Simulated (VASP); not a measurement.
The system is MgZn2O3.

```
Mg Zn O
1.0
     3.05260    0.00000    0.00000
    -1.52630    2.64363    0.00000
     0.00000    0.00000    7.45204
Mg Zn O
1 2 3
Cartesian
  0.0000 0.0000 0.0000
  0.0000 1.7624 4.9811
  1.5263 0.8812 2.4709
  0.0000 1.7624 1.1975
  1.5263 0.8812 6.2545
  0.0000 0.0000 3.7260
```

Base run:

| Quantity | Value |
| --- | --- |
| Program | VASP 6.6.1 |
| Functional | PBEsol |
| Potentials or basis | VASP PAW PBE potentials, release 64 (Mg, Zn, O) |
| Cutoff | 520 eV |
| k mesh | 12 × 12 × 4 |
| Occupations | gaussian, width 0.01 eV |
| Spin | no spin polarisation |
| Hubbard terms | Zn d U = 6.0 eV |

Its results: band gap on the k mesh 2.15 eV; pressure -14.4 GPa; largest force 0.556 eV/Å.

Question: The run is repeated on the same cell with these changes: hubbard terms from Zn d U = 6.0 eV to Zn d U = 4.0 eV. What comes out?

Answer: Band gap on the k mesh 1.99 eV; pressure -11.6 GPa; largest force 0.379 eV/Å.

Caveats: the cell stands under tension; the PAW data sets were made with another functional, which shifts forces and pressure a little.

